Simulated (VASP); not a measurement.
# AlV2C (P6_3/mmc) in VASP: further runs

AlV2C is run at these levels: PBEsol; tasks: single point.

Everything below comes from runs of VASP 6.6.1. Logs are shortened: lines on timing, memory, paths and dates and some standing lists are left out, and cuts for length are marked.

## 1. The cell of the first run

Symmetry: P6_3/mmc, No. 194, hexagonal system. Conventional cell: a = 2.888 Å, b = 2.888 Å, c = 13.629 Å, α = 90.00°, β = 90.00°, γ = 120.00°. Within 2.7 Å of V (site symmetry 3m) lie 3 C at 2.04 Å. Within 3.7 Å of Al (site symmetry -6m2) lie 6 V at 2.78 Å and 6 Al at 2.89 Å. C (site symmetry -3m) has 6 V at 2.04 Å within 2.7 Å.

## 2. Single point, PBEsol, collinear spin, ferromagnetic start

INCAR

```
SYSTEM = AlV2C
PREC     = Accurate       ! precision mode
ENCUT    = 520            ! plane-wave cutoff, eV
EDIFF    = 1E-7           ! SCF threshold, eV
ISMEAR   = -1             ! smearing method
SIGMA    = 0.05           ! smearing width, eV
LREAL    = .False.        ! projectors in reciprocal space
LASPH    = .True.         ! aspherical terms in the spheres
NELM     = 150            ! most SCF steps
ALGO     = Normal         ! electronic algorithm
ISIF     = 2              ! what is computed and relaxed
LWAVE    = .False.        ! write WAVECAR
LCHARG   = .False.        ! write CHGCAR
ISPIN    = 2              ! spin polarisation
MAGMOM   = 2 2 2 2 0 0 0 0 ! initial moments
LORBIT   = 11             ! projections on sites
LMAXMIX  = 4              ! l up to which the mixer works
GGA      = PS             ! functional
NBANDS   = 47             ! bands
```

KPOINTS

```
Automatic mesh
0
Gamma
  9 9 2
  0 0 0
```

POSCAR

```
AlV2C
1.0
    2.8875990726      0.0000000000      0.0000000000
   -1.4437995363      2.5007341528      0.0000000000
    0.0000000000      0.0000000000     13.6290160344
V Al C
4 2 2
Direct
    0.3333333333      0.6666666667      0.9136157800
    0.6666666667      0.3333333333      0.0863842200
    0.6666666667      0.3333333333      0.4136157800
    0.3333333333      0.6666666667      0.5863842200
    0.6666666667      0.3333333333      0.7500000000
    0.3333333333      0.6666666667      0.2500000000
    0.0000000000      0.0000000000      0.5000000000
    0.0000000000      0.0000000000      0.0000000000
```

Potentials or basis: VASP PAW PBE potentials, release 64 (V_sv, Al, C).

Started as:

```console
$ cat potpaw_PBE.64/V_sv/POTCAR potpaw_PBE.64/Al/POTCAR potpaw_PBE.64/C/POTCAR > POTCAR
$ mpirun -np 1 vasp_std > vasp.out
```

OUTCAR:

```text
SYSTEM = AlV2C
   PREC = Accurate
   ENCUT = 520
   EDIFF = 1E-7
   ISMEAR = -1
   LREAL = .False.
   LASPH = .True.
   NELM = 150
   ISIF = 2
   ISPIN = 2
   LORBIT = 11
   GGA = PS

 ion  position               nearest neighbor table
   1  0.333  0.667  0.914-   8 2.04   8 2.04   8 2.04   5 2.78   5 2.78   5 2.78   2 2.89   2 2.89
                             2 2.89
   2  0.667  0.333  0.086-   8 2.04   8 2.04   8 2.04   6 2.78   6 2.78   6 2.78   1 2.89   1 2.89
                             1 2.89
   3  0.667  0.333  0.414-   7 2.04   7 2.04   7 2.04   6 2.78   6 2.78   6 2.78   4 2.89   4 2.89
                             4 2.89
   4  0.333  0.667  0.586-   7 2.04   7 2.04   7 2.04   5 2.78   5 2.78   5 2.78   3 2.89   3 2.89
                             3 2.89
   5  0.667  0.333  0.750-   1 2.78   4 2.78   1 2.78   4 2.78   1 2.78   4 2.78
   6  0.333  0.667  0.250-   2 2.78   3 2.78   2 2.78   3 2.78   2 2.78   3 2.78
   7  0.000  0.000  0.500-   3 2.04   4 2.04   4 2.04   3 2.04   3 2.04   4 2.04
   8  0.000  0.000  0.000-   1 2.04   2 2.04   1 2.04   2 2.04   2 2.04   1 2.04

  LATTYP: Found a hexagonal cell.
 ALAT       =     2.8875990726
 C/A-ratio  =     4.7198436112

  Lattice vectors:

 A1 = (   2.8875990726,   0.0000000000,   0.0000000000)
 A2 = (  -1.4437995363,   2.5007341528,   0.0000000000)
 A3 = (   0.0000000000,   0.0000000000,  13.6290160344)

Analysis of symmetry for initial positions (statically):
=====================================================================
 Subroutine PRICEL returns:
 Original cell was already a primitive cell.

 Routine SETGRP: Setting up the symmetry group for a
 hexagonal supercell.

 Subroutine GETGRP returns: Found 24 space group operations
 (whereof 12 operations were pure point group operations)
 out of a pool of 24 trial point group operations.

The static configuration has the point symmetry D_3d.
 The point group associated with its full space group is D_6h.

Analysis of symmetry for dynamics (positions and initial velocities):
=====================================================================
 Subroutine PRICEL returns:
 Original cell was already a primitive cell.

 Routine SETGRP: Setting up the symmetry group for a
 hexagonal supercell.

 Subroutine GETGRP returns: Found 24 space group operations
 (whereof 12 operations were pure point group operations)
 out of a pool of 24 trial point group operations.

The dynamic configuration has the point symmetry D_3d.
 The point group associated with its full space group is D_6h.

Analysis of structural, dynamic, and magnetic symmetry:
=====================================================================
 Subroutine PRICEL returns:
[... 167 lines left out ...]
  free energy    TOTEN  =       -70.30907283 eV

  energy without entropy =      -70.27126939  energy(sigma->0) =      -70.29017111

 E-fermi :   9.1200     XC(G=0): -12.1575

 val. band max:        9.1092512768   @ k =   0.1111   0.1111   0.5000
 cond. band min:       9.1458168795   @ k =   0.2222   0.1111   0.0000
 fundamental gap:      0.0365656027
 Fermi energy:         9.1199606992

 spin component 1

 k-point     1 :       0.0000    0.0000    0.0000
  band No.  band energies     occupation
      1     -55.1013      1.00000
      2     -55.1013      1.00000
      3     -55.0589      1.00000
      4     -55.0588      1.00000
      5     -29.2334      1.00000
      6     -29.2320      1.00000
[... 1141 lines left out ...]
     44      11.3773      0.00000
     45      12.7609      0.00000
 Fermi energy:         9.1199606992

 spin component 2

 k-point     1 :       0.0000    0.0000    0.0000
  band No.  band energies     occupation
      1     -55.1015      1.00000
      2     -55.1015      1.00000
      3     -55.0590      1.00000
      4     -55.0590      1.00000
      5     -29.2336      1.00000
      6     -29.2322      1.00000
[... 1141 lines left out ...]
     44      11.3772      0.00000
     45      12.7607      0.00000
 [bands above 45 left out]

------------------------ aborting loop because EDIFF is reached ----------------------------------------

  FORCE on cell =-STRESS in cart. coord.  units (eV):
  Direction    XX          YY          ZZ          XY          YZ          ZX
  --------------------------------------------------------------------------------------
  -------------------------------------------------------------------------------------
  Total       -4.5614852     -4.5614852    -11.0854654     -0.0000000      0.0000000      0.0000000
  in kB      -74.2588015    -74.2588015   -180.4660827     -0.0000000      0.0000000      0.0000000
  external PRESSURE =    -109.6612286 kB  Pullay stress =       0.0000000 kB

 VOLUME and BASIS-vectors are now :
 -----------------------------------------------------------------------------
  energy-cutoff  :      520.00
  volume of cell :       98.42
      direct lattice vectors                 reciprocal lattice vectors
     2.887599073  0.000000000  0.000000000     0.346308464  0.199941285  0.000000000
    -1.443799536  2.500734153  0.000000000     0.000000000  0.399882570  0.000000000
     0.000000000  0.000000000 13.629016034     0.000000000  0.000000000  0.073372868

 POSITION                                       TOTAL-FORCE (eV/Angst)
 -----------------------------------------------------------------------------------
     -0.00000      1.66716     12.45168         0.000000     -0.000000      1.030545
      1.44380      0.83358      1.17733        -0.000000     -0.000000     -1.030545
      1.44380      0.83358      5.63718        -0.000000      0.000000      1.030545
     -0.00000      1.66716      7.99184         0.000000     -0.000000     -1.030545
      1.44380      0.83358     10.22176         0.000000     -0.000000      0.000000
     -0.00000      1.66716      3.40725         0.000000     -0.000000      0.000000
      0.00000      0.00000      6.81451         0.000000     -0.000000      0.000000
      0.00000      0.00000      0.00000         0.000000     -0.000000      0.000000
 -----------------------------------------------------------------------------------
    total drift:                               -0.000000      0.000000     -0.000000

  FREE ENERGIE OF THE ION-ELECTRON SYSTEM (eV)
  ---------------------------------------------------
  free  energy   TOTEN  =       -70.3090728344 eV

  energy  without entropy=      -70.2712693852  energy(sigma->0) =      -70.29017111

 total charge

# of ion       s       p       d       tot
------------------------------------------
    1        2.265   6.269   3.122  11.656
    2        2.265   6.269   3.122  11.656
    3        2.265   6.269   3.122  11.656
    4        2.265   6.269   3.122  11.656
    5        0.416   0.378   0.000   0.794
    6        0.416   0.378   0.000   0.794
    7        0.893   1.537   0.000   2.430
    8        0.893   1.537   0.000   2.430
--------------------------------------------------
tot         11.678  28.904  12.488  53.070

 magnetization (x)

# of ion       s       p       d       tot
------------------------------------------
    1       -0.000   0.000  -0.000  -0.000
    2       -0.000   0.000  -0.000  -0.000
    3       -0.000   0.000  -0.000  -0.000
    4       -0.000   0.000  -0.000  -0.000
    5        0.000   0.000   0.000   0.000
    6        0.000   0.000   0.000   0.000
    7        0.000   0.000   0.000   0.000
    8        0.000   0.000   0.000   0.000
--------------------------------------------------
tot          0.000   0.000  -0.000  -0.000
```

OSZICAR:

```text
N       E                     dE             d eps       ncg     rms          rms(c)
DAV:   1     0.883033439070E+03    0.88303E+03   -0.37134E+04  4584   0.150E+03
DAV:   2    -0.233372804584E+02   -0.90637E+03   -0.87476E+03  4575   0.497E+02
DAV:   3    -0.832100574155E+02   -0.59873E+02   -0.58042E+02  5736   0.130E+02
DAV:   4    -0.848841783428E+02   -0.16741E+01   -0.16638E+01  5652   0.198E+01
DAV:   5    -0.849101460938E+02   -0.25968E-01   -0.25960E-01  5291   0.282E+00    0.573E+01
DAV:   6    -0.715725844740E+02    0.13338E+02   -0.14452E+02  5780   0.694E+01    0.183E+01
DAV:   7    -0.701527962693E+02    0.14198E+01   -0.37723E+01  5613   0.388E+01    0.156E+01
DAV:   8    -0.699870422663E+02    0.16575E+00   -0.28988E+00  5295   0.958E+00    0.648E+00
DAV:   9    -0.701348786687E+02   -0.14784E+00   -0.71936E-01  5880   0.459E+00    0.221E+00
DAV:  10    -0.702157695772E+02   -0.80891E-01   -0.41860E-02  5328   0.128E+00    0.158E+00
DAV:  11    -0.703085086699E+02   -0.92739E-01   -0.10538E-01  5976   0.181E+00    0.827E-01
DAV:  12    -0.703075056522E+02    0.10030E-02   -0.24015E-02  5872   0.849E-01    0.388E-01
DAV:  13    -0.703090353349E+02   -0.15297E-02   -0.74263E-03  5771   0.368E-01    0.149E-01
DAV:  14    -0.703091269918E+02   -0.91657E-04   -0.48499E-04  5193   0.128E-01    0.881E-02
DAV:  15    -0.703090737552E+02    0.53237E-04   -0.23871E-04  5576   0.602E-02    0.394E-02
DAV:  16    -0.703090720124E+02    0.17428E-05   -0.25743E-05  5849   0.221E-02    0.114E-02
DAV:  17    -0.703090728700E+02   -0.85756E-06   -0.28809E-06  5566   0.102E-02    0.533E-03
DAV:  18    -0.703090728344E+02    0.35565E-07   -0.61459E-07  4386   0.346E-03
   1 F= -.70309073E+02 E0= -.70290171E+02  d E =-.378034E-01  mag=    -0.0000
```

stdout:

```text
POSCAR found type information on POSCAR V AlC
 POSCAR found :  3 types and       8 ions
 scaLAPACK will be used
 -----------------------------------------------------------------------------
|                                                                             |
|                                                                             |
|     You enforced a specific xc type in the INCAR file but a different       |
|     I HOPE YOU KNOW WHAT YOU ARE DOING!                                     |
|                                                                             |
 -----------------------------------------------------------------------------

 LDA part: xc-table for (Slater+PW92), standard interpolation
 POSCAR, INCAR and KPOINTS ok, starting setup
 FFT: planning ... GRIDC
 FFT: planning ... GRID_SOFT
 FFT: planning ... GRID
 WAVECAR not read
 entering main loop
```

Wall time 11 min (1 thread of Oxide Virtual Turin-like, shared host); peak memory 0.34 GiB.

What came out:

```yaml
Free_energy: -70.3091 eV
Pressure: -11.0 GPa
Largest_force: 1.031 eV/Å
Band_gap_on_the_k_mesh: zero (filled and empty bands overlap)
Net_moment: 0.00 μB per cell
Valence_electrons_inside_the_program's_atomic_spheres: V 11.66; Al 0.79; C 2.43
```

Forces on the atoms (eV/Å):
```
V    0.000  0.000  1.031
V    0.000  0.000 -1.031
V    0.000  0.000  1.031
V    0.000  0.000 -1.031
Al   0.000  0.000  0.000
Al   0.000  0.000  0.000
C    0.000  0.000  0.000
C    0.000  0.000  0.000
```

Caveat: the PAW data sets were made with another functional, which shifts forces and pressure a little.

## 3. Single point, PBEsol, collinear spin, ferromagnetic start

This run uses another cell than the first one, of 11.71 Å³/atom, 0.952 times its volume.

INCAR

```
SYSTEM = AlV2C
ALGO = Normal
EDIFF = 1E-7
ENCUT = 520
GGA = PS
ISIF = 2
ISMEAR = -1
ISPIN = 2
LASPH = .TRUE.
LCHARG = .FALSE.
LMAXMIX = 4
LORBIT = 11
LREAL = .FALSE.
LWAVE = .FALSE.
MAGMOM = 2 2 2 2 0 0 0 0
NBANDS = 47
NELM = 150
PREC = Accurate
SIGMA = 0.05
```

KPOINTS

```
k-points
0
G
  9 9 2
  0 0 0
```

POSCAR, as its differences from that of step 2:

```diff
@@ -4,3 +4,3 @@
    -1.4437995363      2.5007341528      0.0000000000
-    0.0000000000      0.0000000000     13.6290160344
+    0.0000000000      0.0000000000     12.9737748789
 V Al C
```

Potentials or basis: VASP PAW PBE potentials, release 64 (V_sv, Al, C).

Started as:

```console
$ cat potpaw_PBE.64/V_sv/POTCAR potpaw_PBE.64/Al/POTCAR potpaw_PBE.64/C/POTCAR > POTCAR
$ mpirun -np 1 vasp_std > vasp.out
```

Run time: 7.9 min. Hardware: 1 thread of Oxide Virtual Turin-like, shared host; peak memory 0.32 GiB.

The run converged. Its results:

* Free energy: -70.5930 eV
* Pressure: -1.3 GPa
* Largest force: 0.471 eV/Å
* Band gap on the k mesh: zero (filled and empty bands overlap)
* Net moment: 0.00 μB per cell
* Valence electrons inside the program's atomic spheres: V 11.76; Al 0.82; C 2.47

Forces on the atoms (eV/Å):
```
V    0.000  0.000  0.471
V    0.000  0.000 -0.471
V    0.000  0.000  0.471
V    0.000  0.000 -0.471
Al   0.000  0.000  0.000
Al   0.000  0.000  0.000
C    0.000  0.000  0.000
C    0.000  0.000  0.000
```

Stress tensor (GPa, compression positive):
```
-1.70  0.00  0.00
 0.00 -1.70  0.00
 0.00  0.00 -0.55
```

Levels at points of the mesh, in eV from the Fermi level:
Spin up:
| k point | band 29 | band 30 | band 31 | band 32 | band 33 | band 34 | band 35 | band 36 | band 37 | band 38 |
| --- | --- | --- | --- | --- | --- | --- | --- | --- | --- | --- |
| (0.00, 0.00, 0.00) | -0.96 | -0.63 | -0.28 | -0.28 | -0.26 | -0.26 | 0.59 | 0.59 | 0.63 | 0.63 |
| (0.00, 0.00, 0.50) | -0.76 | -0.76 | -0.27 | -0.27 | -0.27 | -0.27 | 0.61 | 0.61 | 0.61 | 0.61 |
Spin down:
| k point | band 29 | band 30 | band 31 | band 32 | band 33 | band 34 | band 35 | band 36 | band 37 | band 38 |
| --- | --- | --- | --- | --- | --- | --- | --- | --- | --- | --- |
| (0.00, 0.00, 0.00) | -0.96 | -0.63 | -0.28 | -0.28 | -0.26 | -0.26 | 0.59 | 0.59 | 0.63 | 0.63 |
| (0.00, 0.00, 0.50) | -0.76 | -0.76 | -0.27 | -0.27 | -0.27 | -0.27 | 0.61 | 0.61 | 0.61 | 0.61 |

Caveat: the PAW data sets were made with another functional, which shifts forces and pressure a little.

## 4. Single point, PBEsol, collinear spin, ferromagnetic start

This run uses another cell than the first one, of 11.83 Å³/atom, 0.962 times its volume.

INCAR

```
SYSTEM = AlV2C
PREC = Accurate ; ENCUT = 520
EDIFF = 1E-6 ; ISMEAR = -1
SIGMA = 0.05 ; LREAL = .False.
LASPH = .True. ; NELM = 150
ALGO = Normal ; ISIF = 2
LWAVE = .False. ; LCHARG = .True.
ISPIN = 2 ; MAGMOM = 2 2 2 2 0 0 0 0
LORBIT = 11 ; LMAXMIX = 4
GGA = PS ; LELF = .True.
LVHAR = .True. ; NBANDS = 47
```

KPOINTS

```
Automatic mesh
0
Gamma
  9 9 2
  0 0 0
```

POSCAR, as its differences from that of step 3:

```diff
@@ -4,3 +4,3 @@
    -1.4437995363      2.5007341528      0.0000000000
-    0.0000000000      0.0000000000     12.9737748789
+    0.0000000000      0.0000000000     13.1048231100
 V Al C
```

Started as:

```console
$ cat potpaw_PBE.64/V_sv/POTCAR potpaw_PBE.64/Al/POTCAR potpaw_PBE.64/C/POTCAR > POTCAR
$ mpirun -np 1 vasp_std > vasp.out
```

It took 5 min on 1 thread of Oxide Virtual Turin-like, shared host; peak memory 0.33 GiB.

Results (log left out):

| Property | Result |
| --- | --- |
| Free energy | -70.5788 eV |
| Pressure | -3.5 GPa |
| Largest force | 0.590 eV/Å |
| Band gap on the k mesh | zero (filled and empty bands overlap) |
| Net moment | 0.00 μB per cell |
| Valence electrons inside the program's atomic spheres | V 11.73; Al 0.82; C 2.46 |

Forces on the atoms (eV/Å):
```
V    0.000  0.000  0.590
V    0.000  0.000 -0.590
V    0.000  0.000  0.590
V    0.000  0.000 -0.590
Al   0.000  0.000  0.000
Al   0.000  0.000  0.000
C    0.000  0.000  0.000
C    0.000  0.000  0.000
```

Stress tensor (GPa, compression positive):
```
-3.02  0.00  0.00
 0.00 -3.02  0.00
 0.00  0.00 -4.36
```

Levels at points of the mesh, in eV from the Fermi level:
Spin up:
```csv
k point,band 29,band 30,band 31,band 32,band 33,band 34,band 35,band 36,band 37,band 38
"(0.00, 0.00, 0.00)",-1.02,-0.69,-0.26,-0.26,-0.25,-0.25,0.59,0.59,0.63,0.63
"(0.00, 0.00, 0.50)",-0.82,-0.82,-0.26,-0.26,-0.26,-0.26,0.61,0.61,0.61,0.61
```
Spin down:
```csv
k point,band 30,band 31,band 32,band 33,band 34,band 35,band 36,band 37
"(0.00, 0.00, 0.00)",-0.69,-0.26,-0.26,-0.25,-0.25,0.59,0.59,0.63
"(0.00, 0.00, 0.50)",-0.82,-0.26,-0.26,-0.26,-0.26,0.61,0.61,0.61
```

Caveat: the PAW data sets were made with another functional, which shifts forces and pressure a little.

## 5. Summary

| cell | gap on the mesh (eV) | pressure (GPa) | moment (μB) | largest force (eV/Å) |
| --- | --- | --- | --- | --- |
| a = 2.888, b = 2.888, c = 13.629 Å, angles 90.0, 90.0, 120.0°, 8 atoms | none | -11.0 | 0.00 | 1.03 |
| a = 2.888, b = 2.888, c = 12.974 Å, angles 90.0, 90.0, 120.0°, 8 atoms | none | -1.3 | 0.00 | 0.47 |
| a = 2.888, b = 2.888, c = 13.105 Å, angles 90.0, 90.0, 120.0°, 8 atoms | none | -3.5 | 0.00 | 0.59 |

Alike in all rows: task single point; level PBEsol; potentials or basis VASP PAW PBE potentials, release 64 (V_sv, Al, C); spin collinear, ferromagnetic start; k mesh 9 × 9 × 2; cutoff (eV) 520; smearing fermi-dirac 0.05 eV.

Caveats: the PAW data sets were made with another functional, which shifts forces and pressure a little.

Total energies depend on the potentials used, so only differences within one code and one set of settings carry meaning.
